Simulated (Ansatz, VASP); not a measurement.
Two plane-wave programs on GaAs

File POSCAR:

```
GaAs
1.0
    0.0000000000      2.5094205343      2.5094205343
    2.5094205343      0.0000000000      2.5094205343
    2.5094205343      2.5094205343      0.0000000000
Ga As
1 1
Direct
    0.0000000000      0.0000000000      0.0000000000
    0.5000000000      0.5000000000      0.5000000000
```

File INCAR.step1:

```
  ALGO = Normal
  EDIFF = 1E-4
  ENCUT = 600
  GGA = PE
  ISMEAR = -1
  LASPH = T
  LCHARG = F
  LREAL = F
  LWAVE = T
  NELM = 80
  PREC = Accurate
  SIGMA = 0.1
```

INCAR.step2

```
  ALGO = Normal
  EDIFF = 1E-7
  EDIFFG = -0.005
  ENCUT = 600
  IBRION = 2
  ISIF = 3
  ISMEAR = -1
  ISTART = 1
  LASPH = T
  LCHARG = F
  LMIXTAU = T
  LREAL = F
  LWAVE = F
  METAGGA = R2SCAN
  NELM = 80
  NSW = 60
  PREC = Accurate
  SIGMA = 0.1
```

File KPOINTS:

```
k-points
0
Gamma
  15 15 15
```

Input for Ansatz:

```yaml
crystal:
  lattice:
    - [0.0, 2.5094205343, 2.5094205343]
    - [2.5094205343, 0.0, 2.5094205343]
    - [2.5094205343, 2.5094205343, 0.0]
  atoms:
    - { symbol: Ga, position: [0.0, 0.0, 0.0] }
    - { symbol: As, position: [0.5, 0.5, 0.5] }
kpoints:
  mp_grid: { grid: [15, 15, 15] }
scf:
  occupations: { method: fermi_dirac, width: 0.1 }
hamiltonian:
  xc: r2scan
  pseudopotentials: { kind: paw }
output:
  forces: true
  stress: true
relax:
  f_tol: 0.005
  max_steps: 40
  cell: {}
```

Alike in both runs: task relaxation of cell and atoms; functional r2SCAN; k mesh 15 × 15 × 15; occupations fermi-dirac, width 0.1 eV; no spin polarisation.

|  | VASP | Ansatz |
| --- | --- | --- |
| version | VASP 6.6.1 | Ansatz 0.2.0 |
| potentials or method | VASP PAW PBE potentials, release 64 (Ga_d, As) | PAW with Ansatz's default frozen-core files, scalar-relativistic |
| plane-wave cutoff (eV) | 600 | 500 |
| valence electrons in the cell | 18 | 28 |

```csv
,VASP,Ansatz,Ansatz less VASP
relaxed volume (Å³/atom),18.94,18.93,-0.014
relaxed cell length with the largest relative difference (Å),3.770,3.769,-0.0009
```

VASP's potentials were made for PBE, not for r2SCAN. VASP's potentials hold 18 valence electrons a cell and Ansatz's 28, so a difference there can come from the potentials and not from the codes.

Noted on VASP's run: the volume moved by over 15 % at a fixed basis, so the end points are rough.
